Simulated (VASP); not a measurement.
A run of VASP 6.6.1 is set up as follows.

Contents of INCAR:

```
PREC = Accurate
ENCUT = 520
EDIFF = 1E-6
ISMEAR = -1
SIGMA = 0.3
LREAL = False
LASPH = True
NELM = 100
ALGO = Normal
ISIF = 2
LWAVE = False
LCHARG = False
GGA = PE
NBANDS = 19
```

The input KPOINTS:

```
Automatic mesh
0
Gamma
  12 12 6
```

Contents of POSCAR:

```
Cd
1.0
    3.0007103730      0.0000000000      0.0000000000
   -1.5003551865      2.5986914124      0.0000000000
    0.0000000000      0.0000000000      5.9261569577
Cd
2
Direct
    0.3333333333      0.6666666667      0.2500000000
    0.6666666667      0.3333333333      0.7500000000
```

Potentials or basis: VASP PAW PBE potentials, release 64 (Cd).

Command:

```console
$ cat potpaw_PBE.64/Cd/POTCAR > POTCAR
$ mpirun -np 1 vasp_std > vasp.out
```

(1) What does it give for the pressure?

(2) What does it give for the band gap on the k mesh?

Results:

(1) 0.8 GPa.

(2) zero (bands 12 and 13 overlap by 4.11 eV).

Caveat: so wide a smearing shifts energies and pressures.
